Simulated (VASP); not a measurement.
# In5Ga3Sb3As5 (P1) in VASP: relaxation of volume and atoms at fixed shape with PBEsol

Aim: the relaxation of volume and atoms at fixed shape of In5Ga3Sb3As5 with PBEsol.

All numbers are computed with VASP 6.6.1; they aren't measurements. Logs are shortened: lines on timing, memory, paths and dates and some standing lists are left out, and cuts for length are marked.

## 1. The cell of the first run

The typed cell holds 64 atoms: a = 12.194 Å, b = 12.194 Å, c = 12.194 Å, α = 90.00°, β = 90.00°, γ = 90.00°.

## 2. Relaxation of volume and atoms at fixed shape, PBEsol

Input file INCAR:

```
  PREC = Accurate
  ENCUT = 500
  EDIFF = 1E-7
  ISMEAR = -1
  SIGMA = 0.05
  LREAL = Auto
  LASPH = T
  NELM = 120
  ALGO = Normal
  ISIF = 8
  LWAVE = F
  LCHARG = F
  GGA = PS
  IBRION = 2
  NSW = 100
  EDIFFG = -0.03
  ISYM = -1
  GGA_COMPAT = F
  NELMIN = 4
  KPAR = 1
```

Input file KPOINTS:

```
explicit points
1
Reciprocal
  0.25000000   0.25000000   0.25000000 1
```

Input file POSCAR:

```
In5Ga3Sb3As5
1.0
   12.1944770000      0.0000000000      0.0000000000
    0.0000000000     12.1944770000      0.0000000000
    0.0000000000      0.0000000000     12.1944770000
Ga In As Sb
12 20 20 12
Direct
    0.9979370000      0.0007180000      0.0017300000
    0.5031560000      0.4996630000      0.0026860000
    0.5009960000      0.4998920000      0.5008120000
    0.2509220000      0.2482640000      0.5010630000
    0.2477760000      0.7489430000      0.9997360000
    0.7485190000      0.7477240000      0.5022780000
    0.7492060000      0.5023010000      0.7501170000
    0.9996120000      0.2507940000      0.7500380000
    0.0006070000      0.7509900000      0.7503500000
    0.5002920000      0.2479790000      0.7492280000
    0.5012370000      0.7527570000      0.2490630000
    0.5030860000      0.7491860000      0.7504030000
    0.0025190000      0.9987940000      0.5003120000
    0.0011570000      0.4973990000      0.0025740000
    0.0005570000      0.5006260000      0.5018100000
    0.5039920000      0.0046310000      0.0027620000
    0.5008370000      0.9981040000      0.5025830000
    0.2519360000      0.2521850000      0.0029990000
    0.2508650000      0.7514710000      0.4960290000
    0.7475940000      0.2469270000      0.9995100000
    0.7492000000      0.2506830000      0.4998440000
    0.7490860000      0.7508100000      0.9993820000
    0.2502920000      0.9990850000      0.2490710000
    0.2498510000      0.9996250000      0.7498070000
    0.2509900000      0.4999570000      0.2490240000
    0.2494760000      0.4992320000      0.7499260000
    0.7512290000      0.0002880000      0.2489900000
    0.7485690000      0.0001230000      0.7505790000
    0.7503790000      0.5009230000      0.2493780000
    0.0010220000      0.2495100000      0.2495020000
    0.9976190000      0.7495880000      0.2511700000
    0.4998230000      0.2527700000      0.2493290000
    0.1241750000      0.1249400000      0.1249910000
    0.1258870000      0.6256420000      0.1251880000
    0.6303290000      0.6245750000      0.1243520000
    0.3739170000      0.3754270000      0.1257970000
    0.3744760000      0.3753110000      0.6256960000
    0.3743340000      0.8728540000      0.6256730000
    0.8746030000      0.3731610000      0.1239110000
    0.8750670000      0.8753550000      0.1253440000
    0.8757900000      0.8730150000      0.6249530000
    0.3772320000      0.1259700000      0.3735880000
    0.3743410000      0.1258810000      0.8775780000
    0.3762160000      0.6251060000      0.3768780000
    0.3758600000      0.6229210000      0.8754140000
    0.8774770000      0.1255610000      0.8768040000
    0.8734190000      0.6240920000      0.8742780000
    0.1263860000      0.3767420000      0.3740430000
    0.1254680000      0.3755340000      0.8747120000
    0.1282700000      0.8757140000      0.3753240000
    0.6250120000      0.3754040000      0.8805660000
    0.6236450000      0.8762740000      0.8751900000
    0.1250180000      0.1226690000      0.6260600000
    0.1248300000      0.6239570000      0.6296790000
    0.6255800000      0.1249070000      0.1263440000
    0.6247510000      0.1267340000      0.6275940000
    0.6243330000      0.6238060000      0.6220030000
    0.3751650000      0.8752730000      0.1217900000
    0.8749680000      0.3760170000      0.6233110000
    0.8735870000      0.1282440000      0.3734860000
    0.8735450000      0.6225980000      0.3768840000
    0.1257040000      0.8758480000      0.8758010000
    0.6264690000      0.3758720000      0.3771800000
    0.6246380000      0.8741030000      0.3757380000
```

Potentials or basis: VASP PAW PBE potentials, release 64 (Ga_d, In_d, As, Sb).

Launch:

```
cat potpaw_PBE.64/Ga_d/POTCAR potpaw_PBE.64/In_d/POTCAR potpaw_PBE.64/As/POTCAR potpaw_PBE.64/Sb/POTCAR > POTCAR
mpirun -np 4 vasp_std > vasp.out
```

OUTCAR:

```text
PREC = Accurate
   ENCUT = 500
   EDIFF = 1E-7
   ISMEAR = -1
   LREAL = Auto
   LASPH = T
   NELM = 120
   ISIF = 8
   GGA = PS
   IBRION = 2
   NSW = 100
   EDIFFG = -0.03
   ISYM = -1
   NELMIN = 4

 ion  position               nearest neighbor table
   1  0.998  0.001  0.002-  46 2.61  40 2.62  33 2.63  62 2.67
   2  0.503  0.500  0.003-  51 2.59  35 2.63  36 2.65  45 2.66
   3  0.501  0.500  0.501-  57 2.59  63 2.63  44 2.63  37 2.65
   4  0.251  0.248  0.501-  37 2.64  42 2.65  53 2.65  48 2.68
   5  0.248  0.749  1.000-  34 2.61  62 2.63  58 2.65  45 2.66
   6  0.749  0.748  0.502-  57 2.59  41 2.64  61 2.64  64 2.65
[... 56 lines left out ...]
  63  0.626  0.376  0.377-  21 2.61   3 2.63  29 2.65  32 2.66
  64  0.625  0.874  0.376-  11 2.62  17 2.64   6 2.65  27 2.67

IMPORTANT INFORMATION: All symmetrisations will be switched off!
NOSYMM: (Re-)initialisation of all symmetry stuff for point group C_1.

----------------------------------------------------------------------------------------

                                     Primitive cell

  volume of cell :    1813.3830

  direct lattice vectors                    reciprocal lattice vectors
    12.194477000  0.000000000  0.000000000     0.082004337  0.000000000  0.000000000
     0.000000000 12.194477000  0.000000000     0.000000000  0.082004337  0.000000000
     0.000000000  0.000000000 12.194477000     0.000000000  0.000000000  0.082004337

  length of vectors
    12.194477000 12.194477000 12.194477000     0.082004337  0.082004337  0.082004337

  position of ions in fractional coordinates (direct lattice)
     0.997937000  0.000718000  0.001730000
     0.503156000  0.499663000  0.002686000
     0.500996000  0.499892000  0.500812000
     0.250922000  0.248264000  0.501063000
     0.247776000  0.748943000  0.999736000
     0.748519000  0.747724000  0.502278000
[... 56 lines left out ...]
     0.626469000  0.375872000  0.377180000
     0.624638000  0.874103000  0.375738000

  ion indices of the primitive-cell ions
   primitive index   ion index
                 1           1
                 2           2
                 3           3
                 4           4
                 5           5
                 6           6
[... 56 lines left out ...]
                63          63
                64          64

----------------------------------------------------------------------------------------

 KPOINTS: explicit points

Read explicit list of k-points.

 Found      1 k-points:

 Following reciprocal coordinates:
            Coordinates               Weight
  0.250000  0.250000  0.250000      1.000000
   k-points           NKPTS =      1   k-points in BZ     NKDIM =      1   number of bands    NBANDS=    348
   number of dos      NEDOS =    301   number of ions     NIONS =     64
   total plane-waves  NPLWV = 729000
   dimension x,y,z NGX =    90 NGY =   90 NGZ =   90
   dimension x,y,z NGXF=   180 NGYF=  180 NGZF=  180
   ions per type =              12  20  20  12
   NGX,Y,Z   is equivalent  to a cutoff of  12.27, 12.27, 12.27 a.u.
   NGXF,Y,Z  is equivalent  to a cutoff of  24.54, 24.54, 24.54 a.u.
 SYSTEM =  unknown system
   PREC   = accura    normal or accurate (medium, high low for compatibility)
   ISTART =      0    job   : 0-new  1-cont  2-samecut
   ICHARG =      2    charge: 1-file 2-atom 10-const
   ISPIN  =      1    spin polarized calculation?
   LNONCOLLINEAR =      F non collinear calculations
   LSORBIT =      F    spin-orbit coupling
   LASPH  =      T    aspherical Exc in radial PAW
   ENCUT  =  500.0 eV  36.75 Ry    6.06 a.u.  22.23 22.23 22.23*2*pi/ulx,y,z
   NELM   =    120;   NELMIN=  4; NELMDL= -5     # of ELM steps
   EDIFF  = 0.1E-06   stopping-criterion for ELM
   LREAL  =      T    real-space projection
   EDIFFG = -.3E-01   stopping-criterion for IOM
   NSW    =    100    number of steps for IOM
   IBRION =      2    ionic relax: 0-MD 1-quasi-New 2-CG
   NFREE  =      1    steps in history (QN), initial steepest desc. (CG)
   ISIF   =      8    stress and relaxation
   ISYM   =     -1    0-nonsym 1-usesym 2-fastsym
   POTIM  = 0.5000    time-step for ionic-motion
   TEBEG  =    0.0;   TEEND  =   0.0 temperature during run
   PSTRESS=    0.0 pullay stress
   NELECT =     576.0000    total number of electrons
   NUPDOWN=      -1.0000    fix difference up-down
   EMIN   =  10.00;   EMAX   =-10.00  energy-range for DOS
   EFERMI =   0.00;   METHOD = LEGACY
   ISMEAR =    -1;   SIGMA  =   0.05  broadening in eV -4-tet -1-fermi 0-gaus
   EFERMI_NEDOS =   21; number of points for ismear=-14 and -15
   IALGO  =     38    algorithm
   IMIX   =      4    mixing-type and parameters
     AMIX     =   0.40;   BMIX     =  1.00
     AMIX_MAG =   1.60;   BMIX_MAG =  1.00
  volume/ion in A,a.u.               =      28.33       191.21
  Fermi-wavevector in a.u.,A,eV,Ry     =   1.116998  2.110821 16.975785  1.247685
  Thomas-Fermi vector in A             =   2.253617
   LORBIT       =      0    0 simple, 1 ext, 2 COOP (PROOUT), +10 PAW based schemes
   GGA     = PS    functional components
   LHFCALC =     F    Hartree Fock is set to
   AEXX    =    0.0000 exact exchange contribution
   IVDW    =     0    specifies the selected vdW correction
   LEPSILON=     F    determine dielectric tensor
   LRPA    =     F    only Hartree local field effects (RPA)
 conjugate gradient relaxation of ions
 non-spin polarized calculation
  energy-cutoff  :      500.00
  volume of cell :     1813.38
 maximum number of plane-waves:     46022
 NGX is ok and might be reduce to    90
   NGX = 45   NGY = 45   NGZ = 45

--------------------------------------- Ionic step        1  -------------------------------------------

 number of electron     575.9999996 magnetization

 Free energy of the ion-electron system (eV)
  ---------------------------------------------------
  ext. energy  EPLUGINS =         0.00000000
  ---------------------------------------------------
  free energy    TOTEN  =      -262.03748235 eV

  energy without entropy =     -262.03690750  energy(sigma->0) =     -262.03719492

------------------------ aborting loop because EDIFF is reached ----------------------------------------

  FORCE on cell =-STRESS in cart. coord.  units (eV):
  Direction    XX          YY          ZZ          XY          YZ          ZX
  --------------------------------------------------------------------------------------
  -------------------------------------------------------------------------------------
  Total       12.0969837     12.3394135     12.4384514     -4.3097217     -8.3504533     -5.2884384
  in kB       10.6880417     10.9022357     10.9897385     -3.8077662     -7.3778717     -4.6724912
  external PRESSURE =      10.8600053 kB  Pullay stress =       0.0000000 kB
[... 275 lines left out ...]
  FREE ENERGIE OF THE ION-ELECTRON SYSTEM (eV)
  ---------------------------------------------------
  free  energy   TOTEN  =      -265.1732261436 eV

  energy  without entropy=     -265.1718690217  energy(sigma->0) =     -265.17254758

[... ionic steps 4 to 16 ...]

--------------------------------------- Ionic step       17  -------------------------------------------

 number of electron     576.0000013 magnetization

------------------------ aborting loop because EDIFF is reached ----------------------------------------
[... 93 lines left out ...]
--------------------------------------- Ionic step       18  -------------------------------------------

 number of electron     576.0000020 magnetization

 E-fermi :   4.6744     XC(G=0):  -9.2464

 val. band max:        4.2521192662   @ k =   0.2500   0.2500   0.2500
 cond. band min:       5.0683746333   @ k =   0.2500   0.2500   0.2500
 fundamental gap:      0.8162553670
 Fermi energy:         4.6744463962

 k-point     1 :       0.2500    0.2500    0.2500
  band No.  band energies     occupation
      1     -10.5201      2.00000
      2     -10.5130      2.00000
      3     -10.5113      2.00000
      4     -10.5040      2.00000
      5     -10.4971      2.00000
      6     -10.4856      2.00000
[... 292 lines left out ...]
    299       6.1989      0.00000
    300       6.2154      0.00000
 [bands above 300 left out]

------------------------ aborting loop because EDIFF is reached ----------------------------------------

  FORCE on cell =-STRESS in cart. coord.  units (eV):
  Direction    XX          YY          ZZ          XY          YZ          ZX
  --------------------------------------------------------------------------------------
  -------------------------------------------------------------------------------------
  Total        0.7319865      0.7494609      0.3442386     -7.2009258     -5.6987676     -6.8607434
  in kB        0.6486177      0.6641018      0.3050319     -6.3807839     -5.0497125     -6.0793462
  external PRESSURE =       0.5392505 kB  Pullay stress =       0.0000000 kB
[... 85 lines left out ...]
--------------------------------------- Ionic step       19  -------------------------------------------

 number of electron     576.0000024 magnetization

 Free energy of the ion-electron system (eV)
  ---------------------------------------------------
  ext. energy  EPLUGINS =         0.00000000
  ---------------------------------------------------
  free energy    TOTEN  =      -266.83013240 eV

  energy without entropy =     -266.82941160  energy(sigma->0) =     -266.82977200

 E-fermi :   4.6587     XC(G=0):  -9.2400

 val. band max:        4.2382736823   @ k =   0.2500   0.2500   0.2500
 cond. band min:       5.0511204913   @ k =   0.2500   0.2500   0.2500
 fundamental gap:      0.8128468090
 Fermi energy:         4.6586895388

 k-point     1 :       0.2500    0.2500    0.2500
  band No.  band energies     occupation
      1     -10.5318      2.00000
      2     -10.5248      2.00000
      3     -10.5224      2.00000
      4     -10.5162      2.00000
      5     -10.5078      2.00000
      6     -10.4987      2.00000
[... 292 lines left out ...]
    299       6.1825      0.00000
    300       6.1981      0.00000
 [bands above 300 left out]

------------------------ aborting loop because EDIFF is reached ----------------------------------------

  FORCE on cell =-STRESS in cart. coord.  units (eV):
  Direction    XX          YY          ZZ          XY          YZ          ZX
  --------------------------------------------------------------------------------------
  -------------------------------------------------------------------------------------
  Total       -0.1826514     -0.1561562     -0.5872925     -7.1265238     -5.6970856     -6.8116044
  in kB       -0.1616085     -0.1381658     -0.5196316     -6.3054901     -5.0407348     -6.0268520
  external PRESSURE =      -0.2731353 kB  Pullay stress =       0.0000000 kB
[... 79 lines left out ...]
  FREE ENERGIE OF THE ION-ELECTRON SYSTEM (eV)
  ---------------------------------------------------
  free  energy   TOTEN  =      -266.8301323997 eV

  energy  without entropy=     -266.8294116023  energy(sigma->0) =     -266.82977200

 reached required accuracy - stopping structural energy minimisation
```

Run time: 84 min. Hardware: 4 MPI ranks of Intel Xeon Platinum 8488C (Sapphire Rapids), shared host; peak memory 0.65 GiB.

What came out:

* Free energy: -266.8301 eV
* Relaxed volume: 28.29 Å³/atom
* Relaxed cell: a = 12.189 Å, b = 12.189 Å, c = 12.189 Å, α = 90.00°, β = 90.00°, γ = 90.00°
* Space group after relaxing (to 0.1 Å): P1 (No. 1)
* Energy gained by relaxing: 74.9 meV/atom
* Ionic steps: 19
* Pressure after relaxing: 0.0 GPa
* Largest force after relaxing: 0.027 eV/Å
* Band gap on the k mesh: 0.81 eV

Forces on the atoms (eV/Å):
```
Ga  -0.018  0.002 -0.012
Ga  -0.011 -0.016  0.003
Ga  -0.006 -0.010 -0.005
Ga   0.004 -0.004 -0.004
Ga   0.007  0.009 -0.015
Ga  -0.001  0.000 -0.002
Ga  -0.006  0.010  0.004
Ga  -0.013 -0.003  0.004
Ga  -0.017 -0.008  0.002
Ga  -0.004 -0.003 -0.008
Ga  -0.016  0.001  0.006
Ga   0.015  0.013 -0.016
In   0.008 -0.003 -0.005
In  -0.009 -0.007 -0.009
In  -0.005 -0.003 -0.003
In  -0.001 -0.014 -0.007
In   0.007  0.010 -0.002
In   0.006  0.016 -0.004
In   0.004  0.018 -0.009
In   0.011  0.012  0.001
In   0.011 -0.013  0.011
In   0.005  0.009 -0.005
In   0.003  0.006  0.006
In  -0.009  0.010 -0.012
In   0.005 -0.010  0.002
In  -0.008 -0.002 -0.012
In   0.027 -0.005 -0.001
In  -0.011  0.002  0.007
In   0.001  0.009 -0.006
In  -0.004 -0.012  0.002
In  -0.004  0.007  0.009
In  -0.009  0.006  0.004
As  -0.006 -0.015  0.017
As   0.007  0.001  0.011
As  -0.001  0.008  0.016
As   0.000 -0.004  0.000
As   0.001  0.017 -0.007
As   0.010  0.009  0.001
As   0.006 -0.002  0.009
As  -0.002 -0.007  0.006
As  -0.010  0.004  0.002
As  -0.001  0.004 -0.002
As  -0.011  0.006  0.003
As   0.011  0.001 -0.005
As  -0.017  0.001  0.010
As   0.013  0.002  0.013
As  -0.016  0.005  0.016
As   0.007 -0.006 -0.010
As  -0.002 -0.007  0.001
As  -0.001 -0.003  0.005
As   0.015 -0.006  0.013
As   0.003 -0.009  0.006
Sb  -0.001 -0.010 -0.003
Sb  -0.012 -0.010  0.008
Sb  -0.002 -0.009 -0.006
Sb   0.019  0.000 -0.009
Sb   0.003  0.003 -0.009
Sb  -0.007  0.004  0.022
Sb   0.013 -0.011 -0.005
Sb   0.014 -0.004 -0.004
Sb   0.016  0.010 -0.003
Sb   0.000  0.010 -0.008
Sb  -0.015 -0.006 -0.002
Sb   0.005  0.000 -0.008
```

The path:
```csv
step,energy change (eV),largest force (eV/Å),pressure (GPa),volume (Å³)
1,0.0000,1.9484,1.09,1813.38
2,-2.7288,0.9071,-0.95,1864.26
3,-3.1357,0.7778,-1.85,1894.03
4,-4.2182,0.6363,0.12,1812.53
5,-4.2455,0.6397,0.55,1797.59
6,-4.5717,0.2989,0.20,1805.50
7,-4.6324,0.3358,0.00,1810.81
8,-4.7199,0.1725,-0.07,1812.53
9,-4.7438,0.1340,-0.12,1814.00
10,-4.7650,0.0894,0.12,1805.91
11,-4.7664,0.0854,0.21,1803.13
12,-4.7796,0.0628,0.01,1809.65
13,-4.7801,0.0662,-0.03,1810.93
14,-4.7853,0.0402,-0.02,1810.69
15,-4.7873,0.0439,-0.01,1810.46
16,-4.7874,0.0497,-0.01,1810.41
17,-4.7900,0.0328,0.02,1809.31
18,-4.7910,0.0334,0.05,1808.11
19,-4.7927,0.0272,-0.03,1810.80
```

Final structure:
```
Ga In As Sb
1.0
    12.18867    0.00000    0.00000
     0.00000   12.18867    0.00000
     0.00000    0.00000   12.18867
Ga In As Sb
12 20 20 12
Direct
  0.99982 0.00401 0.00138
  0.49932 0.50409 0.99652
  0.48929 0.50322 0.50605
  0.25636 0.25888 0.49826
  0.25062 0.73551 0.99839
  0.75113 0.74941 0.51087
  0.74247 0.50226 0.76270
  0.00332 0.24671 0.76440
  0.98456 0.74592 0.75336
  0.49496 0.26519 0.75457
  0.50116 0.73138 0.24908
  0.49464 0.74872 0.75803
  0.00309 0.98606 0.50822
  0.00208 0.50401 0.99361
  0.00828 0.49172 0.49947
  0.49835 0.99737 0.98600
  0.48910 0.99942 0.50300
  0.25029 0.24995 0.99742
  0.26081 0.75395 0.49733
  0.75471 0.25911 0.98972
  0.74818 0.25364 0.50630
  0.74591 0.74912 0.99743
  0.24439 0.00579 0.25198
  0.26001 0.00070 0.75384
  0.25706 0.50359 0.24774
  0.25792 0.49462 0.75720
  0.75528 0.98947 0.24256
  0.75841 0.99327 0.75842
  0.74671 0.50423 0.23685
  0.01015 0.25625 0.24329
  0.00975 0.75758 0.23882
  0.48460 0.25383 0.24930
  0.12163 0.12115 0.11575
  0.13190 0.62491 0.11798
  0.61341 0.62278 0.11723
  0.37743 0.38398 0.11280
  0.37810 0.37376 0.62130
  0.38115 0.86742 0.63573
  0.87914 0.38023 0.11996
  0.88227 0.87837 0.11086
  0.87314 0.86154 0.62966
  0.36377 0.13148 0.38136
  0.38214 0.13741 0.86909
  0.38459 0.62249 0.37691
  0.38070 0.62673 0.88180
  0.88753 0.12362 0.87920
  0.86840 0.62341 0.86894
  0.13941 0.37254 0.37512
  0.12211 0.36983 0.87292
  0.12960 0.87419 0.37550
  0.61603 0.38586 0.87355
  0.61969 0.86645 0.86710
  0.12916 0.13699 0.62650
  0.12458 0.63227 0.63395
  0.62360 0.12714 0.12112
  0.61727 0.12914 0.64037
  0.61993 0.62424 0.63199
  0.37388 0.86154 0.12549
  0.87602 0.37612 0.64734
  0.87930 0.12342 0.37553
  0.87486 0.63140 0.37612
  0.11923 0.86643 0.88016
  0.61570 0.38510 0.37929
  0.62248 0.86052 0.37554
```

Levels at points of the mesh, in eV from the valence-band top:
```
           k point  band 286  band 287  band 288  band 289  band 290  band 291
(0.25, 0.25, 0.25)     -0.31     -0.01      0.00      0.81      1.09      1.53
```

Caveat: the PAW data sets were made with another functional, which shifts forces and pressure a little; spin-orbit coupling is left out, which moves the levels of the heavy elements; a shifted mesh leaves out Γ, where band edges can lie. A k mesh can miss the band edges.
